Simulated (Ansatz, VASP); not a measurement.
**CaF2 in VASP and in Ansatz**

File INCAR:

```
PREC = Accurate
ENCUT = 600
EDIFF = 1E-6
ISMEAR = 0
SIGMA = 0.01
LREAL = False
LASPH = True
NELM = 120
ALGO = Normal
ISIF = 2
LWAVE = False
LCHARG = False
GGA = PE
NBANDS = 19
GGA_COMPAT = False
```

The input KPOINTS:

```
Automatic mesh
0
Gamma
  6 6 6
```

File POSCAR:

```
CaF2
1.0
    0.0000000000      2.7400731564      2.7400731564
    2.7400731564      0.0000000000      2.7400731564
    2.7400731564      2.7400731564      0.0000000000
Ca F
1 2
Direct
    0.0000000000      0.0000000000      0.0000000000
    0.2500000000      0.2500000000      0.2500000000
    0.7500000000      0.7500000000      0.7500000000
```

Input for Ansatz:

```yaml
crystal:
  lattice:
    - [0.0, 2.7400731563534455, 2.7400731563534455]
    - [2.7400731563534455, 0.0, 2.7400731563534455]
    - [2.7400731563534455, 2.7400731563534455, 0.0]
  atoms:
    - { symbol: Ca, position: [0.0, 0.0, 0.0] }
    - { symbol: F, position: [0.25, 0.25, 0.25] }
    - { symbol: F, position: [0.75, 0.75, 0.75] }
basis:
  ecutwfc: 510.0
kpoints:
  mp_grid:
    grid: [6, 6, 6]
hamiltonian:
  xc: pbe
scf:
  occupations:
    method: fixed
output:
  stress: true
```

Alike in both runs: task single point; functional PBE; k mesh 6 × 6 × 6; no spin polarisation.

|  | VASP | Ansatz |
| --- | --- | --- |
| version | VASP 6.6.1 | Ansatz 0.2.0 |
| potentials or method | VASP PAW PBE potentials, release 64 (Ca_sv, F), cutoff 600 eV | plane waves, PAW |
| occupations | gaussian, width 0.01 eV | fixed |
| valence electrons in the cell | 24 | 24 |

VASP gave:

* pressure (GPa): 1.6

Task: What did Ansatz give for the same quantities?

Result: Pressure (GPa): 1.4.
